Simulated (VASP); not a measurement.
The system is PrWCl2.

```
Pr W Cl
1.0
     4.42982    0.00000    0.00000
     0.00000    4.42982    0.00000
     0.00000    0.00000    5.83778
Pr W Cl
1 1 2
Direct
  0.00000 0.00000 0.50000
  0.00000 0.00000 0.00000
  0.50000 0.50000 0.00000
  0.50000 0.50000 0.50000
```

The cell was built from a structure type or drawn by symmetry, and may not be a known phase.

Base run:

- Program: VASP 6.6.1
- Functional: PBE
- Potentials or basis: VASP PAW PBE potentials, release 64 (Pr_3, W_sv, Cl), 4f in core
- Cutoff: 500 eV
- k mesh: 4 × 4 × 4
- Occupations: gaussian, width 0.1 eV
- Spin: collinear spin
- Starting moments: [-0.09, 2.01, 0.01, 0.01] μB

Its results: pressure -5.0 GPa.

Question: The run is repeated on the same cell with these changes: spin from collinear spin to no spin polarisation; further incar settings from ALGO = Normal; EDIFF = 1e-06; NBANDS = 32 to ALGO = Normal; EDIFF = 1e-06; NBANDS = 28. What comes out?

Answer: Pressure -7.0 GPa.

Caveats: the cell stands under tension; the magnetic or orbital state may not be the lowest (at least some runs); an odd number of electrons without spin polarisation forces a metal (at least some runs); a magnetic or distorted state may lie lower (at least some runs).
